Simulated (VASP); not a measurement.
# Ir (Fm-3m) in VASP: a series of runs

The runs below take Ir through single point, with PBEsol.

All numbers are computed with VASP 6.6.1; they aren't measurements. Logs are shortened: lines on timing, memory, paths and dates and some standing lists are left out, and cuts for length are marked.

## Step 1: The cell of the first run

It takes space group Fm-3m (No. 225, cubic). Conventional cell: a = 3.232 Å, b = 3.232 Å, c = 3.232 Å, α = 90.00°, β = 90.00°, γ = 90.00°. Within 3.0 Å of Ir (site symmetry m-3m) lie 12 Ir at 2.29 Å.

## Step 2: Single point, PBEsol (volume scaled by 0.6)

Input file INCAR:

```
SYSTEM = Ir
  ALGO = Normal
  EDIFF = 1E-7
  ENCUT = 520
  GGA = PS
  ISIF = 2
  ISMEAR = -1
  LASPH = .True.
  LCHARG = .False.
  LREAL = .False.
  LWAVE = .False.
  NBANDS = 10
  NELM = 80
  PREC = Accurate
  SIGMA = 0.1
```

Input file KPOINTS:

```
k-points
0
Gamma
  19 19 19
  0 0 0
```

Input file POSCAR:

```
Ir
1.0
    0.0000000000      1.6158759752      1.6158759752
    1.6158759752      0.0000000000      1.6158759752
    1.6158759752      1.6158759752      0.0000000000
Ir
1
Direct
    0.0000000000      0.0000000000      0.0000000000
```

Potentials or basis: VASP PAW PBE potentials, release 64 (Ir).

Run with:

```console
$ cat potpaw_PBE.64/Ir/POTCAR > POTCAR
$ mpirun -np 1 vasp_std > vasp.out
```

OUTCAR:

```text
SYSTEM = Ir
   EDIFF = 1E-7
   ENCUT = 520
   GGA = PS
   ISIF = 2
   ISMEAR = -1
   LASPH = .True.
   LREAL = .False.
   NELM = 80
   PREC = Accurate

 ion  position               nearest neighbor table
   1  0.000  0.000  0.000-

  LATTYP: Found a face centered cubic cell.
 ALAT       =     3.2317519504

  Lattice vectors:

 A1 = (   0.0000000000,   1.6158759752,   1.6158759752)
 A2 = (   1.6158759752,   0.0000000000,   1.6158759752)
 A3 = (   1.6158759752,   1.6158759752,   0.0000000000)

Analysis of symmetry for initial positions (statically):
=====================================================================
 Subroutine PRICEL returns:
 Original cell was already a primitive cell.

 Routine SETGRP: Setting up the symmetry group for a
 face centered cubic supercell.

 Subroutine GETGRP returns: Found 48 space group operations
[... 9 lines left out ...]

 Routine SETGRP: Setting up the symmetry group for a
 face centered cubic supercell.

 Subroutine GETGRP returns: Found 48 space group operations
[... 11 lines left out ...]
                                     Primitive cell

  volume of cell :       8.4383

  direct lattice vectors                    reciprocal lattice vectors
     0.000000000  1.615875975  1.615875975    -0.309429689  0.309429689  0.309429689
     1.615875975  0.000000000  1.615875975     0.309429689 -0.309429689  0.309429689
     1.615875975  1.615875975  0.000000000     0.309429689  0.309429689 -0.309429689

  length of vectors
     2.285193719  2.285193719  2.285193719     0.535947942  0.535947942  0.535947942

  position of ions in fractional coordinates (direct lattice)
     0.000000000  0.000000000  0.000000000

  ion indices of the primitive-cell ions
   primitive index   ion index
                 1           1

----------------------------------------------------------------------------------------

 KPOINTS: k-points

Automatic generation of k-mesh.
 Grid dimensions read from file:
 generate k-points for:   19   19   19

 Generating k-lattice:

  Cartesian coordinates                     Fractional coordinates (reciprocal lattice)
    -0.016285773  0.016285773  0.016285773     0.052631579  0.000000000  0.000000000
     0.016285773 -0.016285773  0.016285773     0.000000000  0.052631579  0.000000000
     0.016285773  0.016285773 -0.016285773     0.000000000  0.000000000  0.052631579

  Length of vectors
     0.028207786  0.028207786  0.028207786

  Shift w.r.t. Gamma in fractional coordinates (k-lattice)
     0.000000000  0.000000000  0.000000000

 Subroutine IBZKPT returns following result:
 ===========================================

 Found    220 irreducible k-points:

 Following reciprocal coordinates:
            Coordinates               Weight
  0.000000  0.000000  0.000000      1.000000
  0.052632  0.000000  0.000000      8.000000
  0.105263  0.000000  0.000000      8.000000
  0.157895  0.000000  0.000000      8.000000
  0.210526  0.000000  0.000000      8.000000
  0.263158  0.000000  0.000000      8.000000
[... 16 lines left out ...]
 -0.315789  0.052632  0.000000     24.000000
 -0.263158  0.052632  0.000000     24.000000
 [... further k-points ...]
   k-points           NKPTS =    220   k-points in BZ     NKDIM =    220   number of bands    NBANDS=     10
   number of dos      NEDOS =    301   number of ions     NIONS =      1
   total plane-waves  NPLWV =   5832
   dimension x,y,z NGX =    18 NGY =   18 NGZ =   18
   dimension x,y,z NGXF=    36 NGYF=   36 NGZF=   36
   ions per type =               1
   NGX,Y,Z   is equivalent  to a cutoff of  13.09, 13.09, 13.09 a.u.
   NGXF,Y,Z  is equivalent  to a cutoff of  26.19, 26.19, 26.19 a.u.
 SYSTEM =  Ir
   PREC   = accura    normal or accurate (medium, high low for compatibility)
   ISTART =      0    job   : 0-new  1-cont  2-samecut
   ICHARG =      2    charge: 1-file 2-atom 10-const
   ISPIN  =      1    spin polarized calculation?
   LNONCOLLINEAR =      F non collinear calculations
   LSORBIT =      F    spin-orbit coupling
   LASPH  =      T    aspherical Exc in radial PAW
   ENCUT  =  520.0 eV  38.22 Ry    6.18 a.u.   4.25  4.25  4.25*2*pi/ulx,y,z
   NELM   =     80;   NELMIN=  2; NELMDL= -5     # of ELM steps
   EDIFF  = 0.1E-06   stopping-criterion for ELM
   LREAL  =      F    real-space projection
   EDIFFG = 0.1E-05   stopping-criterion for IOM
   NSW    =      0    number of steps for IOM
   IBRION =     -1    ionic relax: 0-MD 1-quasi-New 2-CG
   NFREE  =      0    steps in history (QN), initial steepest desc. (CG)
   ISIF   =      2    stress and relaxation
   ISYM   =      2    0-nonsym 1-usesym 2-fastsym
   POTIM  = 0.5000    time-step for ionic-motion
   TEBEG  =    0.0;   TEEND  =   0.0 temperature during run
   PSTRESS=    0.0 pullay stress
   NELECT =       9.0000    total number of electrons
   NUPDOWN=      -1.0000    fix difference up-down
   EMIN   =  10.00;   EMAX   =-10.00  energy-range for DOS
   EFERMI =   0.00;   METHOD = LEGACY
   ISMEAR =    -1;   SIGMA  =   0.10  broadening in eV -4-tet -1-fermi 0-gaus
   EFERMI_NEDOS =   21; number of points for ismear=-14 and -15
   IALGO  =     38    algorithm
   IMIX   =      4    mixing-type and parameters
     AMIX     =   0.40;   BMIX     =  1.00
     AMIX_MAG =   1.60;   BMIX_MAG =  1.00
  volume/ion in A,a.u.               =       8.44        56.94
  Fermi-wavevector in a.u.,A,eV,Ry     =   1.672647  3.160845 38.065675  2.797748
  Thomas-Fermi vector in A             =   2.757757
   LORBIT       =      0    0 simple, 1 ext, 2 COOP (PROOUT), +10 PAW based schemes
   GGA     = PS    functional components
   LHFCALC =     F    Hartree Fock is set to
   AEXX    =    0.0000 exact exchange contribution
   IVDW    =     0    specifies the selected vdW correction
   LEPSILON=     F    determine dielectric tensor
   LRPA    =     F    only Hartree local field effects (RPA)
 non-spin polarized calculation
  energy-cutoff  :      520.00
  volume of cell :        8.44
 maximum number of plane-waves:       259
 NGX is ok and might be reduce to    18
   NGX =  9   NGY =  9   NGZ =  9

 number of electron       9.0000000 magnetization

 Free energy of the ion-electron system (eV)
  ---------------------------------------------------
  ext. energy  EPLUGINS =         0.00000000
  ---------------------------------------------------
  free energy    TOTEN  =        -2.34093235 eV

  energy without entropy =       -2.32602544  energy(sigma->0) =       -2.33347890

 E-fermi :  21.8736     XC(G=0): -17.2816

 val. band max:       21.8507390812   @ k =   0.3158   0.1579   0.0526
 cond. band min:      21.9592186280   @ k =  -0.1579   0.1579   0.0526
 fundamental gap:      0.1084795469
 Fermi energy:        21.8736089770

 k-point     1 :       0.0000    0.0000    0.0000
  band No.  band energies     occupation
      1       4.5212      2.00000
      2      13.4124      2.00000
      3      13.4124      2.00000
      4      13.4124      2.00000
      5      19.3650      2.00000
      6      19.3650      2.00000
      7      33.6065      0.00000
      8      42.8436      0.00000
      9      42.8436      0.00000
     10      42.8436      0.00000

 k-point     2 :       0.0526    0.0000    0.0000
  band No.  band energies     occupation
      1       4.7563      2.00000
      2      13.2607      2.00000
      3      13.5231      2.00000
      4      13.5231      2.00000
      5      19.2526      2.00000
      6      19.2526      2.00000
      7      34.0545      0.00000
      8      41.8707      0.00000
      9      43.2624      0.00000
     10      43.2624      0.00000

 k-point     3 :       0.1053    0.0000    0.0000
  band No.  band energies     occupation
      1       5.4104      2.00000
      2      12.9000      2.00000
      3      13.8174      2.00000
      4      13.8174      2.00000
      5      18.9893      2.00000
      6      18.9893      2.00000
      7      35.2630      0.00000
      8      40.1454      0.00000
      9      44.4716      0.00000
     10      44.4716      0.00000

 k-point     4 :       0.1579    0.0000    0.0000
  band No.  band energies     occupation
      1       6.3029      2.00000
      2      12.5985      2.00000
      3      14.1635      2.00000
      4      14.1635      2.00000
      5      18.7900      2.00000
      6      18.7900      2.00000
      7      36.4241      0.00000
      8      39.1640      0.00000
      9      46.3504      0.00000
     10      46.3504      0.00000

 k-point     5 :       0.2105    0.0000    0.0000
  band No.  band energies     occupation
      1       7.0654      2.00000
      2      12.7849      2.00000
      3      14.3359      2.00000
      4      14.3359      2.00000
      5      18.9617      2.00000
      6      18.9617      2.00000
      7      35.7245      0.00000
      8      40.7054      0.00000
      9      48.7262      0.00000
     10      48.7262      0.00000

 k-point     6 :       0.2632    0.0000    0.0000
  band No.  band energies     occupation
      1       7.3267      2.00000
      2      13.8300      2.00000
      3      14.1979      2.00000
      4      14.1979      2.00000
      5      19.6832      2.00000
      6      19.6832      2.00000
      7      34.5269      0.00000
      8      42.9798      0.00000
      9      50.7891      0.00000
     10      50.8251      0.00000
[... 183 lines left out ...]
 k-point    21 :      -0.4211    0.0526    0.0000
  band No.  band energies     occupation
      1       6.7529      2.00000
      2      12.9486      2.00000
      3      13.2778      2.00000
      4      19.2261      2.00000
      5      23.1289      0.00001
      6      24.8051      0.00000
      7      33.4924      0.00000
      8      38.1624      0.00000
      9      46.3048      0.00000
     10      47.3109      0.00000

 k-point    22 :      -0.3684    0.0526    0.0000
  band No.  band energies     occupation
      1       6.9828      2.00000
      2      13.2381      2.00000
      3      13.4972      2.00000
      4      17.6928      2.00000
      5      21.8404      1.16454
      6      23.8724      0.00000
      7      33.3567      0.00000
      8      40.7982      0.00000
      9      47.6910      0.00000
     10      49.2942      0.00000

 k-point    23 :      -0.3158    0.0526    0.0000
  band No.  band energies     occupation
      1       7.2862      2.00000
      2      13.6176      2.00000
      3      13.8366      2.00000
      4      15.8042      2.00000
      5      20.4156      2.00000
      6      22.5711      0.00187
      7      33.7744      0.00000
      8      43.2926      0.00000
      9      49.2227      0.00000
     10      50.7178      0.00000

 k-point    24 :      -0.2632    0.0526    0.0000
  band No.  band energies     occupation
      1       7.5287      2.00000
      2      13.7404      2.00000
      3      14.2152      2.00000
      4      14.2901      2.00000
      5      19.1257      2.00000
      6      21.2379      1.99654
      7      34.6173      0.00000
      8      43.6186      0.00000
      9      49.9030      0.00000
     10      50.4442      0.00000

 [... further k-points ...]
[... 5 lines left out ...]
  --------------------------------------------------------------------------------------
  -------------------------------------------------------------------------------------
  Total       36.1505151     36.1505151     36.1505151      0.0000000     -0.0000000      0.0000000
  in kB     6863.9009044   6863.9009044   6863.9009044      0.0000000     -0.0000000      0.0000000
  external PRESSURE =    6863.9009044 kB  Pullay stress =       0.0000000 kB

 VOLUME and BASIS-vectors are now :
 -----------------------------------------------------------------------------
  energy-cutoff  :      520.00
  volume of cell :        8.44
      direct lattice vectors                 reciprocal lattice vectors
     0.000000000  1.615875975  1.615875975    -0.309429689  0.309429689  0.309429689
     1.615875975  0.000000000  1.615875975     0.309429689 -0.309429689  0.309429689
     1.615875975  1.615875975  0.000000000     0.309429689  0.309429689 -0.309429689

 POSITION                                       TOTAL-FORCE (eV/Angst)
 -----------------------------------------------------------------------------------
      0.00000      0.00000      0.00000        -0.000000     -0.000000     -0.000000
 -----------------------------------------------------------------------------------
    total drift:                               -0.000000      0.000000     -0.000000

  FREE ENERGIE OF THE ION-ELECTRON SYSTEM (eV)
  ---------------------------------------------------
  free  energy   TOTEN  =        -2.3409323545 eV

  energy  without entropy=       -2.3260254416  energy(sigma->0) =       -2.33347890
```

It took 12 s on 1 thread of Intel Xeon Platinum 8488C (Sapphire Rapids), shared host; peak memory 0.14 GiB.

The run converged, but its numbers aren't listed here, since they failed a check.

Caveat: the PAW data sets were made with another functional, which shifts forces and pressure a little; spin-orbit coupling is left out, which moves the levels of the heavy elements.

## Step 3: Single point, PBEsol (volume scaled by 0.68)

Input file INCAR:

```
SYSTEM = Ir
ALGO = Normal
EDIFF = 1E-6
ENCUT = 520
GGA = PS
ISIF = 2
ISMEAR = -1
LASPH = .True.
LCHARG = .False.
LREAL = .False.
LWAVE = .False.
NBANDS = 10
NELM = 80
PREC = Accurate
SIGMA = 0.1
```

KPOINTS is that of step 2.

Input file POSCAR:

```
Ir
1.0
    0.0000000000      1.6847181113      1.6847181113
    1.6847181113      0.0000000000      1.6847181113
    1.6847181113      1.6847181113      0.0000000000
Ir
1
Direct
    0.0000000000      0.0000000000      0.0000000000
```

Potentials or basis: VASP PAW PBE potentials, release 64 (Ir).

Run with:

```console
$ cat potpaw_PBE.64/Ir/POTCAR > POTCAR
$ mpirun -np 1 vasp_std > vasp.out
```

Run time: 9.9 s. Hardware: 1 thread of Intel Xeon Platinum 8488C (Sapphire Rapids), shared host; peak memory 0.14 GiB.

It converged, with:

```
Free energy : -6.0278 eV
Pressure    : 389.7 GPa
```

Levels at points of the mesh, in eV from the Fermi level:
```
           k point  band 1  band 2  band 3  band 4  band 5  band 6  band 7  band 8
(0.00, 0.00, 0.00)  -15.83   -7.03   -7.03   -7.03   -2.07   -2.07   12.68   20.91
```

Caveat: the PAW data sets were made with another functional, which shifts forces and pressure a little; spin-orbit coupling is left out, which moves the levels of the heavy elements.

## Step 4: Single point, PBEsol (volume scaled by 0.76)

Input file INCAR:

```
SYSTEM = Ir
PREC = Accurate
ENCUT = 520
EDIFF = 1E-6
ISMEAR = -1
SIGMA = 0.1
LREAL = .False.
LASPH = .True.
NELM = 60
ALGO = Normal
ISIF = 2
LWAVE = .False.
LCHARG = .False.
GGA = PS
NBANDS = 10
```

Input file KPOINTS:

```
regular mesh
0
Gamma
  19 19 19
  0 0 0
```

Input file POSCAR:

```
Ir
1.0
    0.0000000000      1.7483517177      1.7483517177
    1.7483517177      0.0000000000      1.7483517177
    1.7483517177      1.7483517177      0.0000000000
Ir
1
Direct
    0.0000000000      0.0000000000      0.0000000000
```

Run with:

```console
$ cat potpaw_PBE.64/Ir/POTCAR > POTCAR
$ mpirun -np 1 vasp_std > vasp.out
```

Run time: 11 s. Hardware: 1 thread of Intel Xeon Platinum 8488C (Sapphire Rapids), shared host; peak memory 0.14 GiB.

The run converged. Its results:

| Item | Value |
| --- | --- |
| Free energy | -8.0946 eV |
| Pressure | 213.7 GPa |

Levels at points of the mesh, in eV from the Fermi level:
```csv
k point,band 2,band 3,band 4,band 5,band 6,band 7
"(0.00, 0.00, 0.00)",-5.95,-5.95,-5.95,-1.76,-1.76,13.34
```

Caveat: the PAW data sets were made with another functional, which shifts forces and pressure a little; spin-orbit coupling is left out, which moves the levels of the heavy elements.
